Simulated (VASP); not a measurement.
A run of VASP 6.6.1:

File INCAR:

```
  ALGO = Normal
  EDIFF = 1E-7
  ENCUT = 520
  GGA = PS
  ISIF = 2
  ISMEAR = 0
  IVDW = 12
  LASPH = True
  LCHARG = False
  LREAL = False
  LWAVE = False
  NBANDS = 47
  NELM = 100
  PREC = Accurate
  SIGMA = 0.02
```

File KPOINTS:

```
k-points
0
Gamma
  6 6 4
```

POSCAR

```
LuIO
1.0
    3.7882978286      0.0000000000      0.0000000000
    0.0000000000      3.7882978286      0.0000000000
    0.0000000000      0.0000000000      8.7232524061
Lu I O
2 2 2
Direct
    0.0000000000      0.5000000000      0.3774359155
    0.5000000000      0.0000000000      0.6225640845
    0.5000000000      0.0000000000      0.1676626204
    0.0000000000      0.5000000000      0.8323373796
    0.0000000000      0.0000000000      0.5000000000
    0.5000000000      0.5000000000      0.5000000000
```

Potentials or basis: VASP PAW PBE potentials, release 64 (Lu, I, O).

Run with:

```console
$ cat potpaw_PBE.64/Lu/POTCAR potpaw_PBE.64/I/POTCAR potpaw_PBE.64/O/POTCAR > POTCAR
$ mpirun -np 1 vasp_std > vasp.out
```

Hardware: 1 thread of Intel(R) Xeon(R) 6975P-C (Granite Rapids) (shared host).

Question: How long does it take, and how much memory?

Answer: Wall time 2.7 min on 1 thread of Intel(R) Xeon(R) 6975P-C (Granite Rapids) (shared host), peak memory 0.33 GiB. Counts: scf iterations 17, k points 30.
